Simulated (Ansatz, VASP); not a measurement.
Two plane-wave programs on HgTe

```
Hg Te
1.0
     0.00000    3.07158    3.07158
     3.07158    0.00000    3.07158
     3.07158    3.07158    0.00000
Hg Te
1 1
Direct
  0.00000 0.00000 0.00000
  0.50000 0.50000 0.50000
```

Alike in both runs: functional PBE; k mesh 12 × 12 × 12; occupations gaussian, width 0.1 eV; no spin polarisation.

Ansatz relaxed the structure, and its values are those at the end. VASP's run is a single point on that final structure, the one shown.

|  | VASP | Ansatz |
| --- | --- | --- |
| version | VASP 6.6.1 | Ansatz 0.2.0 |
| potentials or method | VASP PAW PBE potentials, release 64 (Hg, Te), cutoff 520 eV | scalar-relativistic, plane waves, PAW |
| valence electrons in the cell | 18 | 36 |

|  | VASP | Ansatz | Ansatz less VASP |
| --- | --- | --- | --- |
| gap on the k mesh at the Fermi level (eV) | none | none | - |
| pressure (GPa) | 0.1 | 0.0 | -0.11 |

A gap of «none» marks a metal or a gap that the smearing closes. The functional is the same, so the differences come from potentials, cutoffs and numerics. VASP's potentials hold 18 valence electrons a cell and Ansatz's 36, so a difference there can come from the potentials and not from the codes.

Spin-orbit coupling is off throughout.
